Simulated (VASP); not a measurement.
Br: single point with PBE

The system is Br.

```xyz
2
Lattice="0.0000 2.6872 2.6872 2.6872 0.0000 2.6872 2.6872 2.6872 0.0000" Properties=species:S:1:pos:R:3 pbc="T T T"
Br   -0.6718   -0.6718   -0.6718
Br    0.6718    0.6718    0.6718
```

```
Program             : VASP 6.6.1
Task                : single point
Functional          : PBE
Potentials or basis : VASP PAW PBE potentials, release 64 (Br)
Cutoff              : 520 eV
k mesh              : 11 × 11 × 11
Occupations         : fermi-dirac, width 0.08 eV
Spin                : no spin polarisation
```

* Pressure: 70.9 GPa
* Band gap on the k mesh: zero (bands 7 and 8 overlap by 4.92 eV)

Levels at points of the mesh, in eV from the Fermi level:
```tsv
k point	band 5	band 6	band 7	band 8	band 9	band 10
(0.00, 0.00, 0.00)	-7.04	-3.17	-3.17	-3.17	3.89	6.73
```

Wall time 21 s on 1 thread of Intel Xeon 8259CL, on a shared host, peak memory 0.16 GiB.

Caveat: the cell stands under pressure.
